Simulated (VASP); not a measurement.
# CdF2 (I4/mmm) in VASP: a series of runs

The runs below take CdF2 through single point, with r2SCAN.

Everything below comes from runs of VASP 6.6.1. Logs are shortened: lines on timing, memory, paths and dates and some standing lists are left out, and cuts for length are marked.

### Step 1. The cell of the first run

It takes space group I4/mmm (No. 139, tetragonal). Conventional cell: a = 3.696 Å, b = 3.696 Å, c = 5.550 Å, α = 90.00°, β = 90.00°, γ = 90.00°. Within 3.1 Å of Cd (site symmetry 4/mmm) lie 8 F at 2.31 Å. Within 3.1 Å of F (site symmetry -4m2) lie 4 Cd at 2.31 Å and 6 F at 2.61 to 2.77 Å.

### Step 2. Single point, r2SCAN (strain -0.030 along x and y, +0.030 along z)

POSCAR reads:

```
CdF2
1.0
    0.0000000000      2.6131800000      2.7748200000
    2.6131800000      0.0000000000      2.7748200000
    2.6131800000      2.6131800000      0.0000000000
Cd F
1 2
Direct
    0.0000000000      0.0000000000      0.0000000000
    0.2500000000      0.2500000000      0.2500000000
    0.7500000000      0.7500000000      0.7500000000
```

INCAR.step1 reads:

```
PREC = Accurate
ENCUT = 520
ISMEAR = 0
SIGMA = 0.05
LREAL = F
LASPH = T
NELM = 100
NBANDS = 20
GGA = PE
ALGO = Normal
EDIFF = 1E-4
LWAVE = T
LCHARG = F
```

INCAR.step2 reads:

```
PREC = Accurate
ENCUT = 520
EDIFF = 1E-6
ISMEAR = 0
SIGMA = 0.05
LREAL = F
LASPH = T
NELM = 100
ALGO = Normal
ISIF = 2
LWAVE = F
LCHARG = F
METAGGA = R2SCAN
LMIXTAU = T
NBANDS = 20
ISTART = 1
```

KPOINTS reads:

```
regular mesh
0
Gamma
  8 8 8
```

Potentials or basis: VASP PAW PBE potentials, release 64 (Cd, F).

Command:

```sh
$ cat potpaw_PBE.64/Cd/POTCAR potpaw_PBE.64/F/POTCAR > POTCAR
$ cp INCAR.step1 INCAR
$ mpirun -np 1 vasp_std > vasp.out
$ cp INCAR.step2 INCAR
$ mpirun -np 1 vasp_std > vasp.out
```

OUTCAR:

```text
PREC = Accurate
   ENCUT = 520
   EDIFF = 1E-6
   ISMEAR = 0
   LREAL = F
   LASPH = T
   NELM = 100
   ISIF = 2
   METAGGA = R2SCAN
   ISTART = 1

 ion  position               nearest neighbor table
   1  0.000  0.000  0.000-   3 2.31   3 2.31   3 2.31   2 2.31   3 2.31   2 2.31   2 2.31   2 2.31

   2  0.250  0.250  0.250-   1 2.31   1 2.31   1 2.31   1 2.31
   3  0.750  0.750  0.750-   1 2.31   1 2.31   1 2.31   1 2.31

  LATTYP: Found a body centered tetragonal cell.
 ALAT       =     3.6955945969
 C/A-ratio  =     1.5016906899

  Lattice vectors:

 A1 = (  -2.6131800000,   0.0000000000,   2.7748200000)
 A2 = (   2.6131800000,   0.0000000000,   2.7748200000)
 A3 = (   0.0000000000,   2.6131800000,  -2.7748200000)

Analysis of symmetry for initial positions (statically):
=====================================================================
 Subroutine PRICEL returns:
 Original cell was already a primitive cell.

 Routine SETGRP: Setting up the symmetry group for a
 body centered tetragonal supercell.

 Subroutine GETGRP returns: Found 16 space group operations
 (whereof 16 operations were pure point group operations)
 out of a pool of 16 trial point group operations.

The static configuration has the point symmetry D_4h.

Analysis of symmetry for dynamics (positions and initial velocities):
=====================================================================
 Subroutine PRICEL returns:
 Original cell was already a primitive cell.

 Routine SETGRP: Setting up the symmetry group for a
 body centered tetragonal supercell.

 Subroutine GETGRP returns: Found 16 space group operations
 (whereof 16 operations were pure point group operations)
 out of a pool of 16 trial point group operations.

The dynamic configuration has the point symmetry D_4h.

 Subroutine INISYM returns: Found 16 space group operations
 (whereof 16 operations are pure point group operations),
 and found     1 'primitive' translations

----------------------------------------------------------------------------------------

                                     Primitive cell

  volume of cell :      37.8969

  direct lattice vectors                    reciprocal lattice vectors
[... 83 lines left out ...]
   ISPIN  =      1    spin polarized calculation?
   LNONCOLLINEAR =      F non collinear calculations
   LSORBIT =      F    spin-orbit coupling
   LASPH  =      T    aspherical Exc in radial PAW
   ENCUT  =  520.0 eV  38.22 Ry    6.18 a.u.   7.09  7.09  6.87*2*pi/ulx,y,z
   NELM   =    100;   NELMIN=  2; NELMDL=  0     # of ELM steps
   EDIFF  = 0.1E-05   stopping-criterion for ELM
   LREAL  =      F    real-space projection
   EDIFFG = 0.1E-04   stopping-criterion for IOM
   NSW    =      0    number of steps for IOM
   IBRION =     -1    ionic relax: 0-MD 1-quasi-New 2-CG
   NFREE  =      0    steps in history (QN), initial steepest desc. (CG)
   ISIF   =      2    stress and relaxation
   ISYM   =      2    0-nonsym 1-usesym 2-fastsym
   POTIM  = 0.5000    time-step for ionic-motion
   TEBEG  =    0.0;   TEEND  =   0.0 temperature during run
   PSTRESS=    0.0 pullay stress
   NELECT =      26.0000    total number of electrons
   NUPDOWN=      -1.0000    fix difference up-down
   EMIN   =  10.00;   EMAX   =-10.00  energy-range for DOS
   EFERMI =   0.00;   METHOD = LEGACY
   ISMEAR =     0;   SIGMA  =   0.05  broadening in eV -4-tet -1-fermi 0-gaus
   EFERMI_NEDOS =   21; number of points for ismear=-14 and -15
   IALGO  =     38    algorithm
   IMIX   =      4    mixing-type and parameters
     AMIX     =   0.40;   BMIX     =  1.00
     AMIX_MAG =   1.60;   BMIX_MAG =  1.00
  volume/ion in A,a.u.               =      12.63        85.25
  Fermi-wavevector in a.u.,A,eV,Ry     =   1.443881  2.728540 28.365329  2.084793
  Thomas-Fermi vector in A             =   2.562239
   LORBIT       =      0    0 simple, 1 ext, 2 COOP (PROOUT), +10 PAW based schemes
   METAGGA = R2SCAN    functional components
   LHFCALC =     F    Hartree Fock is set to
   AEXX    =    0.0000 exact exchange contribution
   IVDW    =     0    specifies the selected vdW correction
   LEPSILON=     F    determine dielectric tensor
   LRPA    =     F    only Hartree local field effects (RPA)
 non-spin polarized calculation
 Gauss-broadening in eV      SIGMA  =   0.05
  energy-cutoff  :      520.00
  volume of cell :       37.90
 maximum number of plane-waves:      1038
   NGX = 15   NGY = 15   NGZ = 13

 number of electron      26.0000014 magnetization

 Free energy of the ion-electron system (eV)
  ---------------------------------------------------
  ext. energy  EPLUGINS =         0.00000000
  ---------------------------------------------------
  free energy    TOTEN  =       -33.66122923 eV

  energy without entropy =      -33.66122923  energy(sigma->0) =      -33.66122923

 E-fermi :  -1.3289     XC(G=0): -11.2345

 val. band max:       -1.5633415909   @ k =  -0.2500   0.2500   0.5000
 cond. band min:       2.2017962167   @ k =   0.0000   0.0000   0.0000
 fundamental gap:      3.7651378076
 Fermi energy:        -1.3288816247

 k-point     1 :       0.0000    0.0000    0.0000
  band No.  band energies     occupation
      1     -23.7370      2.00000
      2     -22.5641      2.00000
      3      -7.3797      2.00000
      4      -7.3432      2.00000
      5      -7.3432      2.00000
      6      -6.0024      2.00000
[... 541 lines left out ...]
     19      18.5111      0.00000
     20      20.5752      0.00000

 [... further k-points ...]

------------------------ aborting loop because EDIFF is reached ----------------------------------------

  FORCE on cell =-STRESS in cart. coord.  units (eV):
  Direction    XX          YY          ZZ          XY          YZ          ZX
  --------------------------------------------------------------------------------------
  -------------------------------------------------------------------------------------
  Total        1.7248873      1.7248873      0.0741367      0.0000000      0.0000000      0.0000000
  in kB       72.9235576     72.9235576      3.1342974      0.0000000      0.0000000      0.0000000
  external PRESSURE =      49.6604709 kB  Pullay stress =       0.0000000 kB

 VOLUME and BASIS-vectors are now :
 -----------------------------------------------------------------------------
  energy-cutoff  :      520.00
  volume of cell :       37.90
      direct lattice vectors                 reciprocal lattice vectors
     0.000000000  2.613180000  2.774820000    -0.191337757  0.191337757  0.180191868
     2.613180000  0.000000000  2.774820000     0.191337757 -0.191337757  0.180191868
     2.613180000  2.613180000  0.000000000     0.191337757  0.191337757 -0.180191868

 POSITION                                       TOTAL-FORCE (eV/Angst)
 -----------------------------------------------------------------------------------
      0.00000      0.00000      0.00000         0.000000     -0.000000     -0.000000
      1.30659      1.30659      1.38741         0.000000      0.000000      0.000000
      3.91977      3.91977      4.16223        -0.000000     -0.000000     -0.000000
 -----------------------------------------------------------------------------------
    total drift:                                0.000000      0.000000      0.000000

  FREE ENERGIE OF THE ION-ELECTRON SYSTEM (eV)
  ---------------------------------------------------
  free  energy   TOTEN  =       -33.6612292285 eV

  energy  without entropy=      -33.6612292285  energy(sigma->0) =      -33.66122923
```

It took 74 s on 1 thread of Intel Xeon 6975P-C (Granite Rapids), shared host; peak memory 0.18 GiB.

Results:

| Item | Value |
| --- | --- |
| Free energy | -33.6612 eV |
| Pressure | 5.0 GPa |
| Band gap on the k mesh | 3.77 eV (least direct gap 4.17 eV) |

Caveat: the cell differs from its parent crystal (strain -0.030 along x and y, +0.030 along z); the cell stands under pressure; the PAW data sets were made with another functional, which shifts forces and pressure a little.

### Step 3. Single point, r2SCAN (strain +0.000 along x and y, -0.030 along z)

POSCAR reads:

```
CdF2
1.0
    0.0000000000      2.6940000000      2.6131800000
    2.6940000000      0.0000000000      2.6131800000
    2.6940000000      2.6940000000      0.0000000000
Cd F
1 2
Direct
    0.0000000000      0.0000000000      0.0000000000
    0.2500000000      0.2500000000      0.2500000000
    0.7500000000      0.7500000000      0.7500000000
```

INCAR.step1 reads:

```
PREC     = Accurate       # precision mode
ENCUT    = 520            # plane-wave cutoff, eV
ISMEAR   = 0              # smearing method
SIGMA    = 0.05           # smearing width, eV
LREAL    = F              # projectors in reciprocal space
LASPH    = T              # aspherical terms in the spheres
NELM     = 60             # most SCF steps
NBANDS   = 20             # bands
GGA      = PE             # functional
ALGO     = Normal         # electronic algorithm
EDIFF    = 1E-4           # SCF threshold, eV
LWAVE    = T              # write WAVECAR
LCHARG   = F              # write CHGCAR
```

INCAR.step2 reads:

```
PREC     = Accurate       # precision mode
ENCUT    = 520            # plane-wave cutoff, eV
EDIFF    = 1E-6           # SCF threshold, eV
ISMEAR   = 0              # smearing method
SIGMA    = 0.05           # smearing width, eV
LREAL    = F              # projectors in reciprocal space
LASPH    = T              # aspherical terms in the spheres
NELM     = 60             # most SCF steps
ALGO     = Normal         # electronic algorithm
ISIF     = 2              # what is computed and relaxed
LWAVE    = F              # write WAVECAR
LCHARG   = F              # write CHGCAR
METAGGA  = R2SCAN         # meta-GGA
LMIXTAU  = T            
NBANDS   = 20             # bands
ISTART   = 1
```

KPOINTS reads:

```
Automatic mesh
0
Gamma
  8 8 8
```

Potentials or basis: VASP PAW PBE potentials, release 64 (Cd, F).

Command:

```sh
$ cat potpaw_PBE.64/Cd/POTCAR potpaw_PBE.64/F/POTCAR > POTCAR
$ cp INCAR.step1 INCAR
$ mpirun -np 1 vasp_std > vasp.out
$ cp INCAR.step2 INCAR
$ mpirun -np 1 vasp_std > vasp.out
```

OUTCAR:

```text
PREC = Accurate
   ENCUT = 520
   EDIFF = 1E-6
   ISMEAR = 0
   LREAL = F
   LASPH = T
   NELM = 60
   ISIF = 2
   METAGGA = R2SCAN
   ISTART = 1

 ion  position               nearest neighbor table
   1  0.000  0.000  0.000-   2 2.31   3 2.31   3 2.31   3 2.31   3 2.31   2 2.31   2 2.31   2 2.31

   2  0.250  0.250  0.250-   1 2.31   1 2.31   1 2.31   1 2.31
   3  0.750  0.750  0.750-   1 2.31   1 2.31   1 2.31   1 2.31

  LATTYP: Found a body centered tetragonal cell.
[... 747 lines left out ...]

  FORCE on cell =-STRESS in cart. coord.  units (eV):
  Direction    XX          YY          ZZ          XY          YZ          ZX
  --------------------------------------------------------------------------------------
  -------------------------------------------------------------------------------------
  Total        0.8776487      0.8776487      1.7316298      0.0000000     -0.0000000      0.0000000
  in kB       37.0712125     37.0712125     73.1427220      0.0000000     -0.0000000      0.0000000
  external PRESSURE =      49.0950490 kB  Pullay stress =       0.0000000 kB

 VOLUME and BASIS-vectors are now :
 -----------------------------------------------------------------------------
  energy-cutoff  :      520.00
  volume of cell :       37.93
      direct lattice vectors                 reciprocal lattice vectors
     0.000000000  2.694000000  2.613180000    -0.185597624  0.185597624  0.191337757
     2.694000000  0.000000000  2.613180000     0.185597624 -0.185597624  0.191337757
     2.694000000  2.694000000  0.000000000     0.185597624  0.185597624 -0.191337757

 POSITION                                       TOTAL-FORCE (eV/Angst)
 -----------------------------------------------------------------------------------
      0.00000      0.00000      0.00000        -0.000000      0.000000     -0.000000
      1.34700      1.34700      1.30659         0.000000      0.000000     -0.000000
      4.04100      4.04100      3.91977        -0.000000     -0.000000      0.000000
 -----------------------------------------------------------------------------------
    total drift:                                0.000000      0.000000      0.000000

  FREE ENERGIE OF THE ION-ELECTRON SYSTEM (eV)
  ---------------------------------------------------
  free  energy   TOTEN  =       -33.6867920419 eV

  energy  without entropy=      -33.6867920419  energy(sigma->0) =      -33.68679204
```

OSZICAR.step1:

```text
N       E                     dE             d eps       ncg     rms          rms(c)
DAV:   1     0.196784137100E+03    0.19678E+03   -0.15693E+04  2448   0.133E+03
DAV:   2    -0.400995538055E+01   -0.20079E+03   -0.19227E+03  2552   0.345E+02
DAV:   3    -0.124248142296E+02   -0.84149E+01   -0.83904E+01  2692   0.770E+01
DAV:   4    -0.124621798132E+02   -0.37366E-01   -0.37364E-01  2564   0.524E+00
DAV:   5    -0.124623154267E+02   -0.13561E-03   -0.13561E-03  2712   0.282E-01    0.107E+01
DAV:   6    -0.107570794172E+02    0.17052E+01   -0.38658E+00  2972   0.365E+01    0.784E+00
DAV:   7    -0.108019470592E+02   -0.44868E-01   -0.86449E-01  2424   0.845E+00    0.448E+00
DAV:   8    -0.107962341142E+02    0.57129E-02   -0.12333E-01  2452   0.342E+00    0.680E-01
DAV:   9    -0.107882975102E+02    0.79366E-02   -0.30595E-02  2832   0.230E+00    0.843E-02
DAV:  10    -0.107888731146E+02   -0.57560E-03   -0.27899E-03  2456   0.563E-01    0.117E-01
DAV:  11    -0.107889684262E+02   -0.95312E-04   -0.97139E-05  2108   0.941E-02
   1 F= -.10788968E+02 E0= -.10788968E+02  d E =-.127366E-20
```

It took 62 s on 1 thread of Intel Xeon 6975P-C (Granite Rapids), shared host; peak memory 0.19 GiB.

Results:

```yaml
Free_energy: -33.6868 eV
Pressure: 4.9 GPa
Band_gap_on_the_k_mesh: 3.83 eV (least direct gap 4.28 eV)
```

Stress tensor (GPa, compression positive):
```
3.71 0.00 0.00
0.00 3.71 0.00
0.00 0.00 7.31
```

Caveat: the cell differs from its parent crystal (strain +0.000 along x and y, -0.030 along z); the cell stands under pressure; the PAW data sets were made with another functional, which shifts forces and pressure a little. A k mesh can miss the band edges.

### Step 4. Single point, r2SCAN (strain +0.000 along x and y, +0.030 along z)

POSCAR reads:

```
CdF2
1.0
    0.0000000000      2.6940000000      2.7748200000
    2.6940000000      0.0000000000      2.7748200000
    2.6940000000      2.6940000000      0.0000000000
Cd F
1 2
Direct
    0.0000000000      0.0000000000      0.0000000000
    0.2500000000      0.2500000000      0.2500000000
    0.7500000000      0.7500000000      0.7500000000
```

INCAR.step1 is that of step 3.

Changes to INCAR.step2 since step 3:

```diff
@@ -11,5 +11,7 @@
 LWAVE    = F              # write WAVECAR
-LCHARG   = F              # write CHGCAR
+LCHARG   = T              # write CHGCAR
 METAGGA  = R2SCAN         # meta-GGA
 LMIXTAU  = T            
+LELF     = T              # ELF
+LVHAR    = T            
 NBANDS   = 20             # bands
```

KPOINTS reads:

```
regular mesh
0
Gamma
  8 8 8
```

Command:

```sh
$ cat potpaw_PBE.64/Cd/POTCAR potpaw_PBE.64/F/POTCAR > POTCAR
$ cp INCAR.step1 INCAR
$ mpirun -np 1 vasp_std > vasp.out
$ cp INCAR.step2 INCAR
$ mpirun -np 1 vasp_std > vasp.out
```

Wall time 80 s (1 thread of Intel Xeon 6975P-C (Granite Rapids), shared host); peak memory 0.19 GiB.

It converged, with:

```
Free energy            : -33.7085 eV
Pressure               : -2.3 GPa
Band gap on the k mesh : 3.61 eV (least direct gap 4.12 eV)
```

Stress tensor (GPa, compression positive):
```
-1.17  0.00  0.00
 0.00 -1.17  0.00
 0.00  0.00 -4.48
```

Levels at points of the mesh, in eV from the valence-band top:
```tsv
k point	band 9	band 10	band 11	band 12	band 13	band 14	band 15	band 16	band 17	band 18
(0.00, 0.00, 0.00)	-0.86	-0.86	-0.60	-0.60	-0.51	3.61	13.40	13.40	13.49	17.62
(0.50, 0.00, 0.00)	-2.18	-1.80	-1.73	-0.46	-0.44	7.71	9.55	15.19	15.40	18.55
(0.50, 0.50, 0.00)	-2.81	-2.81	-0.59	-0.09	-0.09	8.60	10.40	12.10	15.08	15.08
(0.50, 0.00, 0.50)	-2.90	-2.81	-0.43	-0.17	-0.08	8.57	10.30	12.09	14.76	15.13
```

Caveat: the cell differs from its parent crystal (strain +0.000 along x and y, +0.030 along z); the PAW data sets were made with another functional, which shifts forces and pressure a little. A k mesh can miss the band edges.

### Step 5. Single point, r2SCAN (strain +0.030 along x and y, +0.000 along z)

POSCAR reads:

```
CdF2
1.0
    0.0000000000      2.7748200000      2.6940000000
    2.7748200000      0.0000000000      2.6940000000
    2.7748200000      2.7748200000      0.0000000000
Cd F
1 2
Direct
    0.0000000000      0.0000000000      0.0000000000
    0.2500000000      0.2500000000      0.2500000000
    0.7500000000      0.7500000000      0.7500000000
```

INCAR.step1 reads:

```
PREC = Accurate ; ENCUT = 520
ISMEAR = 0 ; SIGMA = 0.05
LREAL = F ; LASPH = T
NELM = 60 ; NBANDS = 20
GGA = PE ; ALGO = Normal
EDIFF = 1E-4 ; LWAVE = T
LCHARG = F
```

INCAR.step2 reads:

```
PREC = Accurate ; ENCUT = 520
EDIFF = 1E-6 ; ISMEAR = 0
SIGMA = 0.05 ; LREAL = F
LASPH = T ; NELM = 60
ALGO = Normal ; ISIF = 2
LWAVE = F ; LCHARG = F
METAGGA = R2SCAN ; LMIXTAU = T
NBANDS = 20 ; ISTART = 1
```

KPOINTS reads:

```
Automatic mesh
0
Gamma
  8 8 8
```

Command:

```sh
$ cat potpaw_PBE.64/Cd/POTCAR potpaw_PBE.64/F/POTCAR > POTCAR
$ cp INCAR.step1 INCAR
$ mpirun -np 1 vasp_std > vasp.out
$ cp INCAR.step2 INCAR
$ mpirun -np 1 vasp_std > vasp.out
```

It took 88 s on 1 thread of Intel Xeon 6975P-C (Granite Rapids), shared host; peak memory 0.2 GiB.

Results (log left out):

- Free energy: -33.6827 eV
- Pressure: -5.1 GPa
- Band gap on the k mesh: 3.50 eV (least direct gap 4.07 eV)

Stress tensor (GPa, compression positive):
```
-6.19  0.00  0.00
 0.00 -6.19  0.00
 0.00  0.00 -2.93
```

Levels at points of the mesh, in eV from the valence-band top:
```
           k point  band 11  band 12  band 13  band 14  band 15  band 16
(0.00, 0.00, 0.00)    -0.66    -0.57    -0.57     3.50    13.22    13.31
(0.50, 0.00, 0.00)    -1.62    -0.47    -0.46     7.48     9.45    14.91
(0.50, 0.50, 0.00)    -0.32    -0.13    -0.13     8.29    10.13    12.02
(0.50, 0.00, 0.50)    -0.48    -0.15    -0.04     8.35    10.19    12.02
```

Caveat: the cell differs from its parent crystal (strain +0.030 along x and y, +0.000 along z); the cell stands under tension; the PAW data sets were made with another functional, which shifts forces and pressure a little.

### Step 6. Overview

| cell | gap on the mesh (eV) | pressure (GPa) |
| --- | --- | --- |
| a = 3.812, b = 3.812, c = 3.696 Å, angles 61.0, 61.0, 58.0°, 3 atoms | 3.77 | 5.0 |
| a = 3.753, b = 3.753, c = 3.810 Å, angles 59.5, 59.5, 61.0°, 3 atoms | 3.83 | 4.9 |
| a = 3.867, b = 3.867, c = 3.810 Å, angles 60.5, 60.5, 59.0°, 3 atoms | 3.61 | -2.3 |
| a = 3.867, b = 3.867, c = 3.924 Å, angles 59.5, 59.5, 61.0°, 3 atoms | 3.50 | -5.1 |

Alike in all rows: task single point; level r2SCAN; potentials or basis VASP PAW PBE potentials, release 64 (Cd, F); no spin polarisation; k mesh 8 × 8 × 8; cutoff (eV) 520; smearing gaussian 0.05 eV.

Caveats: the PAW data sets were made with another functional, which shifts forces and pressure a little; the cell stands under pressure (at least some runs); the cell stands under tension (at least some runs).

Total energies depend on the potentials used, so only differences within one code and one set of settings carry meaning.
